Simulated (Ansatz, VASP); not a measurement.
Two plane-wave programs on C

POSCAR

```
C
1.0
    0.0000000000      1.5271901645      1.5271901645
    1.5271901645      0.0000000000      1.5271901645
    1.5271901645      1.5271901645      0.0000000000
C
1
Direct
    0.0000000000      0.0000000000      0.0000000000
```

INCAR.step1

```
SYSTEM = C
PREC = Accurate
ENCUT = 520
ISMEAR = -1
SIGMA = 0.1
LREAL = .FALSE.
LASPH = .TRUE.
NELM = 100
NBANDS = 8
GGA = PE
ALGO = Normal
EDIFF = 1E-4
LWAVE = .TRUE.
LCHARG = .FALSE.
```

File INCAR.step2:

```
SYSTEM = C
PREC = Accurate
ENCUT = 520
EDIFF = 1E-6
ISMEAR = -1
SIGMA = 0.1
LREAL = .FALSE.
LASPH = .TRUE.
NELM = 100
ALGO = Normal
ISIF = 2
LWAVE = .FALSE.
LCHARG = .TRUE.
METAGGA = R2SCAN
LMIXTAU = .TRUE.
LELF = .TRUE.
LVHAR = .TRUE.
NBANDS = 8
ISTART = 1
```

File KPOINTS:

```
regular mesh
0
G
  20 20 20
  0 0 0
```

Input for Ansatz:

```yaml
crystal:
  lattice:
    - [0.0, 1.5271901645, 1.5271901645]
    - [1.5271901645, 0.0, 1.5271901645]
    - [1.5271901645, 1.5271901645, 0.0]
  atoms:
    - { symbol: C, position: [0.0, 0.0, 0.0] }
hamiltonian:
  xc: r2scan
  pseudopotentials:
    kind: paw
    azcp:
      C: "pseudopotentials/C.paw.azcp"
basis:
  ecutwfc: 500
  fft_grid_basis: typed
kpoints:
  mp_grid: { grid: [20, 20, 20], shift: [0, 0, 0] }
magnetization:
  spin_polarized: false
scf:
  occupations: { method: fermi_dirac, width: 0.1 }
  lower_state_search: "off"
output:
  stress: true
```

Alike in both runs: task single point; functional r2SCAN; k mesh 20 × 20 × 20; occupations fermi-dirac, width 0.1 eV; no spin polarisation.

|  | VASP | Ansatz |
| --- | --- | --- |
| version | VASP 6.6.1 | Ansatz 0.2.0 |
| potentials or method | VASP PAW PBE potentials, release 64 (C), cutoff 520 eV | plane waves (500 eV) with PAW, scalar-relativistic |
| valence electrons in the cell | 4 | 4 |

|  | VASP | Ansatz | Ansatz less VASP |
| --- | --- | --- | --- |
| pressure (GPa) | 6.9 | 6.8 | -0.16 |

VASP's potentials were made for PBE, not for r2SCAN. The functional is the same, so the differences come from potentials, cutoffs and numerics.
